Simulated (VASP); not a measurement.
A run of VASP 6.6.1 is set up as follows.

File INCAR:

```
SYSTEM = CuO
PREC     = Accurate       ! precision mode
ENCUT    = 1340           ! plane-wave cutoff, eV
EDIFF    = 1E-6           ! SCF threshold, eV
ISMEAR   = -1             ! smearing method
SIGMA    = 0.05           ! smearing width, eV
LREAL    = .False.        ! projectors in reciprocal space
LASPH    = .True.         ! aspherical terms in the spheres
NELM     = 120            ! most SCF steps
ALGO     = Normal         ! electronic algorithm
ISIF     = 2              ! what is computed and relaxed
LWAVE    = .False.        ! write WAVECAR
LCHARG   = .False.        ! write CHGCAR
GGA      = PE             ! functional
NBANDS   = 33             ! bands
GGA_COMPAT= .False.
```

Contents of KPOINTS:

```
regular mesh
0
Gamma
  3 3 2
  0 0 0
```

POSCAR

```
CuO
1.0
    1.9909680000     -2.1535500000      0.0000000000
    1.9909680000      2.1535500000      0.0000000000
    0.0000000000      0.0000000000      5.1559280000
Cu O
2 2
Direct
    0.5000000000      0.0000000000      0.0000000000
    0.0000000000      0.5000000000      0.5000000000
    0.5000000000      0.5000000000      0.2500000000
    0.5000000000      0.5000000000      0.7500000000
```

Potentials or basis: VASP PAW PBE potentials, release 64 (Cu_sv_GW, O_h).

Command:

```bash
$ cat potpaw_PBE.64/Cu_sv_GW/POTCAR potpaw_PBE.64/O_h/POTCAR > POTCAR
$ mpirun -np 1 vasp_std > vasp.out
```

Q: Predict the pressure.

A: 0.3 GPa.

Q: Estimate the band gap on the k mesh.

A: Zero (bands 25 and 26 overlap by 1.00 eV).

Stress tensor (GPa, compression positive):
```
 1.83  0.00  0.00
 0.00  0.22  0.00
 0.00  0.00 -1.11
```

Caveat: the k points lie up to 0.72 Å⁻¹ apart, too coarse for converged energies and pressures of a metal; semilocal functionals often make such compounds metallic where correlation or magnetic order opens a gap, which also shifts bond lengths. With open d or f shells a metallic result of PBE can be an artefact of self-interaction; +U or a hybrid may open a gap.
